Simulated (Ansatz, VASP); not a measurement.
**SiGeW3 in VASP and in Ansatz**

```
CELL_PARAMETERS angstrom
3.36245 0.00000 0.00000
0.00000 3.36245 0.00000
0.00000 0.00000 7.60000
ATOMIC_POSITIONS crystal
Si 0.50000 0.50000 0.00000
Ge 0.00000 0.00000 0.50000
W 0.00000 0.00000 0.83630
W 0.00000 0.00000 0.16370
W 0.50000 0.50000 0.50000
```

Alike in both runs: functional PBE; k mesh 4 × 4 × 4; occupations gaussian, width 0.1 eV; no spin polarisation.

Ansatz relaxed the structure, and its values are those at the end. VASP's run is a single point on that final structure, the one shown.

```csv
,VASP,Ansatz
version,VASP 6.6.1,Ansatz 0.2.0
potentials or method,"VASP PAW PBE potentials, release 64 (Si, Ge_d, W_sv), cutoff 520 eV","scalar-relativistic, plane waves, PAW"
valence electrons in the cell,60,60
```

```csv
,VASP,Ansatz,Ansatz less VASP
gap on the k mesh at the Fermi level (eV),none,none,-
pressure (GPa),0.3,0.0,-0.32
rms of the force components (eV/Å),0.003,0.003,0.0000
```

A gap of «none» marks a metal or a gap that the smearing closes.

The k mesh is coarse, so the values compare programs but aren't converged. Spin-orbit coupling is off throughout.
